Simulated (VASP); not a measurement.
Here is a VASP 6.6.1 calculation.

File POSCAR:

```
SnTe
1.0
    0.0000000000      3.2511950000      3.1565000000
    3.2511950000      0.0000000000      3.1565000000
    3.2511950000      3.2511950000      0.0000000000
Sn Te
1 1
Direct
    0.0000000000      0.0000000000      0.0000000000
    0.5000000000      0.5000000000      0.5000000000
```

INCAR.step1

```
PREC = Accurate
ENCUT = 520
ISMEAR = 0
SIGMA = 0.15
LREAL = False
LASPH = True
NELM = 60
NBANDS = 17
GGA = PE
ALGO = Normal
EDIFF = 1E-4
LWAVE = True
LCHARG = False
```

INCAR.step2

```
PREC = Accurate
ENCUT = 520
EDIFF = 1E-7
ISMEAR = 0
SIGMA = 0.15
LREAL = False
LASPH = True
NELM = 60
ALGO = Normal
ISIF = 2
LWAVE = False
LCHARG = True
METAGGA = R2SCAN
LMIXTAU = True
LELF = True
LVHAR = True
NBANDS = 17
ISTART = 1
```

KPOINTS

```
Automatic mesh
0
Gamma
  14 14 14
```

Potentials or basis: VASP PAW PBE potentials, release 64 (Sn_d, Te).

Command:

```sh
$ cat potpaw_PBE.64/Sn_d/POTCAR potpaw_PBE.64/Te/POTCAR > POTCAR
$ cp INCAR.step1 INCAR
$ mpirun -np 1 vasp_std > vasp.out
$ cp INCAR.step2 INCAR
$ mpirun -np 1 vasp_std > vasp.out
```

Question: Estimate the band gap on the k mesh.

Answer: 0.17 eV.

Question: Estimate the pressure.

Answer: -1.2 GPa.

Stress tensor (GPa, compression positive):
```
-2.35  0.00  0.00
 0.00 -2.35  0.00
 0.00  0.00  1.01
```

Caveat: the cell differs from its parent crystal (strain +0.0300 x Voigt [1, 1, 0, 0, 0, 0]); the PAW data sets were made with another functional, which shifts forces and pressure a little; spin-orbit coupling is left out, which moves the levels of the heavy elements. A k mesh can miss the band edges.
